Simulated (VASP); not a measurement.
Here is a VASP 6.6.1 calculation.

The input INCAR:

```
PREC = Accurate ; ENCUT = 450
EDIFF = 1E-7 ; ISMEAR = 0
SIGMA = 0.05 ; LREAL = F
LASPH = T ; NELM = 120
ALGO = Normal ; ISIF = 2
LWAVE = F ; LCHARG = F
LDIPOL = T ; IDIPOL = 3
DIPOL = 0.5 0.5 0.500 ; GGA = PS
IBRION = 2 ; NSW = 80
EDIFFG = -0.02 ; GGA_COMPAT = F
NELMIN = 4 ; NELMDL = -8
KPAR = 4
```

The input KPOINTS:

```
regular mesh
0
Gamma
  9 9 1
```

File POSCAR:

```
SnS2
1.0
    3.6513143057      0.0000000000      0.0000000000
   -1.8256571528      3.1621309459      0.0000000000
    0.0000000000      0.0000000000     30.0654175059
S Sn
6 3
Direct
    0.3333333333      0.6666666667      0.2494560403
    0.6666666667      0.3333333333      0.3474949147
    0.3333333333      0.6666666667      0.4509805628
    0.6666666667      0.3333333333      0.5490194372
    0.3333333333      0.6666666667      0.6525050853
    0.6666666667      0.3333333333      0.7505439597
    0.0000000000      0.0000000000      0.2984754775
    0.0000000000      0.0000000000      0.5000000000
    0.0000000000      0.0000000000      0.7015245225
```

Potentials or basis: VASP PAW PBE potentials, release 64 (S, Sn_d).

The run is started by

```bash
$ cat potpaw_PBE.64/S/POTCAR potpaw_PBE.64/Sn_d/POTCAR > POTCAR
$ mpirun -np 4 vasp_std > vasp.out
```

**Question.** What does it give for the band gap on the k mesh?

**Answer.** 1.51 eV (least direct gap 1.71 eV).

Forces on the atoms (eV/Å):
```
S    0.000  0.000  0.013
S    0.000  0.000  0.000
S    0.000  0.000 -0.002
S    0.000  0.000  0.002
S    0.000  0.000  0.000
S    0.000  0.000 -0.013
Sn   0.000  0.000 -0.014
Sn   0.000  0.000  0.000
Sn   0.000  0.000  0.014
```

Caveat: the relaxation stopped at its first step, so nothing moved; the PAW data sets were made with another functional, which shifts forces and pressure a little; spin-orbit coupling is left out, which moves the levels of the heavy elements.
